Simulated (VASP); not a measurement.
TaN:

```
CELL_PARAMETERS angstrom
0.00000 2.19648 2.19648
2.19648 0.00000 2.19648
2.19648 2.19648 0.00000
ATOMIC_POSITIONS crystal
Ta 0.50000 0.50000 0.50000
N 0.00000 0.00000 0.00000
```

Base run:

| Item | Value |
| --- | --- |
| Program | VASP 6.6.1 |
| Functional | PBEsol |
| Dispersion | D3(BJ) |
| Potentials or basis | VASP PAW PBE potentials, release 64 (Ta_pv, N) |
| Cutoff | 600 eV |
| k mesh | 10 × 10 × 10 |
| Occupations | fermi-dirac, width 0.05 eV |
| Spin | no spin polarisation |

Its results: band gap on the k mesh zero (band 8 reaches 11.32 eV, above the bottom of band 9 at 7.27 eV); pressure -10.5 GPa.

Question: The run is repeated on the same cell with these changes: functional from PBEsol to BLYP. What comes out?

Answer: Band gap on the k mesh zero (band 8 reaches 11.92 eV, above the bottom of band 9 at 7.99 eV); pressure 1.9 GPa.

BLYP binds less tightly than PBEsol, so the same cell stands under more pressure.

Caveats: the PAW data sets were made with another functional, which shifts forces and pressure a little; spin-orbit coupling is left out, which moves the levels of the heavy elements; pairwise dispersion overbinds metals, which lowers pressure and volume.
